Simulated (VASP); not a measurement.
# Ti (Fm-3m) in VASP: a series of runs

Ti is run at these levels: LDA, PBEsol; tasks: single point.

Program: VASP 6.6.1. These are calculated values, not measurements. Logs are shortened: lines on timing, memory, paths and dates and some standing lists are left out, and cuts for length are marked.

## 1. The cell of the first run

Symmetry: Fm-3m, No. 225, cubic system. Conventional cell: a = 4.060 Å, b = 4.060 Å, c = 4.060 Å, α = 90.00°, β = 90.00°, γ = 90.00°. Within 3.8 Å of Ti (site symmetry m-3m) lie 12 Ti at 2.87 Å.

## 2. Single point, LDA

INCAR

```
SYSTEM = Ti
PREC     = Accurate       ! precision mode
ENCUT    = 520            ! plane-wave cutoff, eV
EDIFF    = 1E-6           ! SCF threshold, eV
ISMEAR   = 0              ! smearing method
SIGMA    = 0.02           ! smearing width, eV
LREAL    = .False.        ! projectors in reciprocal space
LASPH    = .True.         ! aspherical terms in the spheres
NELM     = 60             ! most SCF steps
ALGO     = Normal         ! electronic algorithm
ISIF     = 2              ! what is computed and relaxed
LWAVE    = .False.        ! write WAVECAR
LCHARG   = .False.        ! write CHGCAR
GGA      = CA             ! functional
NBANDS   = 12             ! bands
```

KPOINTS

```
Automatic mesh
0
Gamma
  11 11 11
  0 0 0
```

POSCAR

```
Ti
1.0
    0.0000000000      2.0300000000      2.0300000000
    2.0300000000      0.0000000000      2.0300000000
    2.0300000000      2.0300000000      0.0000000000
Ti
1
Direct
    0.0000000000      0.0000000000      0.0000000000
```

Potentials or basis: VASP PAW LDA potentials, release 64 (Ti_sv).

Run with:

```bash
> cat potpaw_LDA.64/Ti_sv/POTCAR > POTCAR
> mpirun -np 1 vasp_std > vasp.out
```

OUTCAR:

```text
SYSTEM = Ti
   PREC = Accurate
   ENCUT = 520
   EDIFF = 1E-6
   ISMEAR = 0
   LREAL = .False.
   LASPH = .True.
   NELM = 60
   ISIF = 2
   GGA = CA

 ion  position               nearest neighbor table
   1  0.000  0.000  0.000-

  LATTYP: Found a face centered cubic cell.
 ALAT       =     4.0600000000

  Lattice vectors:

 A1 = (   0.0000000000,   2.0300000000,   2.0300000000)
 A2 = (   2.0300000000,   0.0000000000,   2.0300000000)
 A3 = (   2.0300000000,   2.0300000000,   0.0000000000)

Analysis of symmetry for initial positions (statically):
=====================================================================
 Subroutine PRICEL returns:
 Original cell was already a primitive cell.

 Routine SETGRP: Setting up the symmetry group for a
 face centered cubic supercell.

 Subroutine GETGRP returns: Found 48 space group operations
 (whereof 48 operations were pure point group operations)
 out of a pool of 48 trial point group operations.

The static configuration has the point symmetry O_h .

Analysis of symmetry for dynamics (positions and initial velocities):
=====================================================================
 Subroutine PRICEL returns:
 Original cell was already a primitive cell.

 Routine SETGRP: Setting up the symmetry group for a
 face centered cubic supercell.

 Subroutine GETGRP returns: Found 48 space group operations
 (whereof 48 operations were pure point group operations)
 out of a pool of 48 trial point group operations.

The dynamic configuration has the point symmetry O_h .

 Subroutine INISYM returns: Found 48 space group operations
 (whereof 48 operations are pure point group operations),
 and found     1 'primitive' translations

----------------------------------------------------------------------------------------

                                     Primitive cell

  volume of cell :      16.7309

  direct lattice vectors                    reciprocal lattice vectors
     0.000000000  2.030000000  2.030000000    -0.246305419  0.246305419  0.246305419
     2.030000000  0.000000000  2.030000000     0.246305419 -0.246305419  0.246305419
     2.030000000  2.030000000  0.000000000     0.246305419  0.246305419 -0.246305419

  length of vectors
     2.870853532  2.870853532  2.870853532     0.426613499  0.426613499  0.426613499

  position of ions in fractional coordinates (direct lattice)
     0.000000000  0.000000000  0.000000000
[... 70 lines left out ...]
   ISPIN  =      1    spin polarized calculation?
   LNONCOLLINEAR =      F non collinear calculations
   LSORBIT =      F    spin-orbit coupling
   LASPH  =      T    aspherical Exc in radial PAW
   ENCUT  =  520.0 eV  38.22 Ry    6.18 a.u.   5.34  5.34  5.34*2*pi/ulx,y,z
   NELM   =     60;   NELMIN=  2; NELMDL= -5     # of ELM steps
   EDIFF  = 0.1E-05   stopping-criterion for ELM
   LREAL  =      F    real-space projection
[... 7 lines left out ...]
   TEBEG  =    0.0;   TEEND  =   0.0 temperature during run
   PSTRESS=    0.0 pullay stress
   NELECT =      12.0000    total number of electrons
   NUPDOWN=      -1.0000    fix difference up-down
   EMIN   =  10.00;   EMAX   =-10.00  energy-range for DOS
   EFERMI =   0.00;   METHOD = LEGACY
   ISMEAR =     0;   SIGMA  =   0.02  broadening in eV -4-tet -1-fermi 0-gaus
   EFERMI_NEDOS =   21; number of points for ismear=-14 and -15
   IALGO  =     38    algorithm
   IMIX   =      4    mixing-type and parameters
     AMIX     =   0.40;   BMIX     =  1.00
     AMIX_MAG =   1.60;   BMIX_MAG =  1.00
  volume/ion in A,a.u.               =      16.73       112.91
  Fermi-wavevector in a.u.,A,eV,Ry     =   1.465421  2.769245 29.217967  2.147460
  Thomas-Fermi vector in A             =   2.581280
   LORBIT       =      0    0 simple, 1 ext, 2 COOP (PROOUT), +10 PAW based schemes
   GGA     = CA    functional components
   LHFCALC =     F    Hartree Fock is set to
   AEXX    =    0.0000 exact exchange contribution
   IVDW    =     0    specifies the selected vdW correction
   LEPSILON=     F    determine dielectric tensor
   LRPA    =     F    only Hartree local field effects (RPA)
 non-spin polarized calculation
 Gauss-broadening in eV      SIGMA  =   0.02
  energy-cutoff  :      520.00
  volume of cell :       16.73
 maximum number of plane-waves:       463
 NGX is ok and might be reduce to    24
   NGX = 11   NGY = 11   NGZ = 11

 number of electron      12.0000002 magnetization

 Free energy of the ion-electron system (eV)
  ---------------------------------------------------
  ext. energy  EPLUGINS =         0.00000000
  ---------------------------------------------------
  free energy    TOTEN  =        -8.49505913 eV

  energy without entropy =       -8.49501266  energy(sigma->0) =       -8.49503589

 E-fermi :   8.3436     XC(G=0): -11.9619

 val. band max:        8.3248952107   @ k =   0.1818   0.1818   0.0000
 cond. band min:       8.4114336107   @ k =   0.2727   0.0000   0.0000
 fundamental gap:      0.0865383999
 Fermi energy:         8.3435897049

 k-point     1 :       0.0000    0.0000    0.0000
  band No.  band energies     occupation
      1     -47.5554      2.00000
      2     -23.7375      2.00000
      3     -23.7375      2.00000
      4     -23.7375      2.00000
      5       2.2824      2.00000
      6       9.2655      0.00000
      7       9.2655      0.00000
      8       9.2655      0.00000
      9      10.9558      0.00000
     10      10.9558      0.00000
     11      23.9437      0.00000
     12      28.5106      0.00000
[... 331 lines left out ...]
 k-point    24 :      -0.1818    0.1818    0.0000
  band No.  band energies     occupation
      1     -47.4559      2.00000
      2     -24.1699      2.00000
      3     -23.9150      2.00000
      4     -23.7870      2.00000
      5       4.8152      2.00000
      6       8.1761      2.00000
      7       9.1752      0.00000
      8      10.1509      0.00000
      9      10.1976      0.00000
     10      11.9867      0.00000
     11      22.2543      0.00000
     12      22.7922      0.00000

 [... further k-points ...]
[... 5 lines left out ...]
  --------------------------------------------------------------------------------------
  -------------------------------------------------------------------------------------
  Total       -0.5649254     -0.5649254     -0.5649254     -0.0000000      0.0000000     -0.0000000
  in kB      -54.0982900    -54.0982900    -54.0982900     -0.0000000      0.0000000     -0.0000000
  external PRESSURE =     -54.0982900 kB  Pullay stress =       0.0000000 kB

 VOLUME and BASIS-vectors are now :
 -----------------------------------------------------------------------------
  energy-cutoff  :      520.00
  volume of cell :       16.73
      direct lattice vectors                 reciprocal lattice vectors
     0.000000000  2.030000000  2.030000000    -0.246305419  0.246305419  0.246305419
     2.030000000  0.000000000  2.030000000     0.246305419 -0.246305419  0.246305419
     2.030000000  2.030000000  0.000000000     0.246305419  0.246305419 -0.246305419

 POSITION                                       TOTAL-FORCE (eV/Angst)
 -----------------------------------------------------------------------------------
      0.00000      0.00000      0.00000         0.000000      0.000000      0.000000
 -----------------------------------------------------------------------------------
    total drift:                                0.000000     -0.000000     -0.000000

  FREE ENERGIE OF THE ION-ELECTRON SYSTEM (eV)
  ---------------------------------------------------
  free  energy   TOTEN  =        -8.4950591285 eV

  energy  without entropy=       -8.4950126610  energy(sigma->0) =       -8.49503589
```

OSZICAR:

```text
N       E                     dE             d eps       ncg     rms          rms(c)
DAV:   1     0.871624545110E+02    0.87162E+02   -0.65395E+03  1348   0.120E+03
DAV:   2    -0.490998163322E+01   -0.92072E+02   -0.89565E+02  1360   0.296E+02
DAV:   3    -0.935946685171E+01   -0.44495E+01   -0.43964E+01  1796   0.661E+01
DAV:   4    -0.949040851494E+01   -0.13094E+00   -0.13063E+00  1596   0.978E+00
DAV:   5    -0.949372723730E+01   -0.33187E-02   -0.33185E-02  1560   0.138E+00    0.844E+00
DAV:   6    -0.849950812668E+01    0.99422E+00   -0.20515E+00  1460   0.210E+01    0.222E+00
DAV:   7    -0.848754930633E+01    0.11959E-01   -0.78788E-02  1636   0.298E+00    0.127E+00
DAV:   8    -0.849470914494E+01   -0.71598E-02   -0.38765E-02  1376   0.236E+00    0.984E-02
DAV:   9    -0.849500342869E+01   -0.29428E-03   -0.16453E-03  1648   0.426E-01    0.659E-02
DAV:  10    -0.849507096928E+01   -0.67541E-04   -0.20132E-04  1440   0.141E-01    0.130E-02
DAV:  11    -0.849505937029E+01    0.11599E-04   -0.20555E-05  1652   0.535E-02    0.553E-03
DAV:  12    -0.849505912853E+01    0.24176E-06   -0.57520E-07  1160   0.783E-03
   1 F= -.84950591E+01 E0= -.84950359E+01  d E =-.464675E-04
```

Wall time 6.8 s (1 thread of AMD EPYC 9R45 (Zen 5), shared host); peak memory 0.1 GiB.

What came out:

```yaml
Free_energy: -8.4951 eV
Pressure: -5.4 GPa
Band_gap_on_the_k_mesh: zero (band 6 reaches 9.27 eV, above the bottom of band 7 at 8.11 eV)
```

Levels at points of the mesh, in eV from the Fermi level:
| k point | band 4 | band 5 | band 6 | band 7 | band 8 | band 9 |
| --- | --- | --- | --- | --- | --- | --- |
| (0.00, 0.00, 0.00) | -32.08 | -6.06 | 0.92 | 0.92 | 0.92 | 2.61 |

## 3. Single point, PBEsol

INCAR

```
SYSTEM = Ti
PREC = Accurate
ENCUT = 520
EDIFF = 1E-7
ISMEAR = 0
SIGMA = 0.02
LREAL = .FALSE.
LASPH = .TRUE.
NELM = 100
ALGO = Normal
ISIF = 2
LWAVE = .FALSE.
LCHARG = .FALSE.
GGA = PS
NBANDS = 12
```

KPOINTS

```
regular mesh
0
G
  11 11 11
  0 0 0
```

POSCAR is that of step 2.

Potentials or basis: VASP PAW PBE potentials, release 64 (Ti_sv).

Run with:

```bash
> cat potpaw_PBE.64/Ti_sv/POTCAR > POTCAR
> mpirun -np 1 vasp_std > vasp.out
```

Wall time 8.5 s (1 thread of AMD EPYC 9R45 (Zen 5), shared host); peak memory 0.11 GiB.

Results (log left out):

* Free energy: -8.2891 eV
* Pressure: -1.2 GPa
* Band gap on the k mesh: zero (band 6 reaches 9.41 eV, above the bottom of band 7 at 8.22 eV)

Levels at points of the mesh, in eV from the Fermi level:
| k point | band 3 | band 4 | band 5 | band 6 | band 7 | band 8 | band 9 | band 10 |
| --- | --- | --- | --- | --- | --- | --- | --- | --- |
| (0.00, 0.00, 0.00) | -32.28 | -32.28 | -6.17 | 0.93 | 0.93 | 0.93 | 2.64 | 2.64 |

Caveat: the PAW data sets were made with another functional, which shifts forces and pressure a little.
